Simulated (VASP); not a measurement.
Set up this calculation in VASP 6.6.1, as the native input.

```
Task                   : single point
Functional             : PBEsol
Potentials or basis    : VASP PAW PBE potentials, release 64 (Zr_sv)
Cutoff                 : 520 eV
k mesh                 : 19 × 19 × 10
Occupations            : fermi-dirac, width 0.05 eV
Spin                   : collinear spin, ferromagnetic start
Starting moments       : [1.0, 1.0] μB
Dipole correction      : no
Further INCAR settings : ALGO = Normal; EDIFF = 1e-06; NBANDS = 23
```

The structure of Zr lies in POSCAR:

```
Zr
1.0
    3.1878935042      0.0000000000      0.0000000000
   -1.5939467521      2.7607967592      0.0000000000
    0.0000000000      0.0000000000      5.1022363105
Zr
2
Direct
    0.3333333333      0.6666666667      0.2500000000
    0.6666666667      0.3333333333      0.7500000000
```

The input as run:

INCAR

```
SYSTEM = Zr
PREC = Accurate ; ENCUT = 520
EDIFF = 1E-6 ; ISMEAR = -1
SIGMA = 0.05 ; LREAL = .False.
LASPH = .True. ; NELM = 150
ALGO = Normal ; ISIF = 2
LWAVE = .False. ; LCHARG = .False.
ISPIN = 2 ; MAGMOM = 1 1
LORBIT = 11 ; LMAXMIX = 4
GGA = PS ; NBANDS = 23
```

KPOINTS

```
regular mesh
0
Gamma
  19 19 10
  0 0 0
```

Potentials or basis: VASP PAW PBE potentials, release 64 (Zr_sv).

Launch:

```console
$ cat potpaw_PBE.64/Zr_sv/POTCAR > POTCAR
$ mpirun -np 1 vasp_std > vasp.out
```

It gave:

| Item | Value |
| --- | --- |
| Pressure | 0.1 GPa |
| Band gap on the k mesh | zero (filled and empty bands overlap) |
| Net moment | 0.00 μB per cell |
| Valence electrons inside the program's atomic spheres | Zr 9.87 |

Caveat: the PAW data sets were made with another functional, which shifts forces and pressure a little.

Wall time 2.2 min on 1 thread of Intel(R) Xeon(R) Platinum 8559C (Emerald Rapids), with other jobs on the host, peak memory 0.41 GiB.
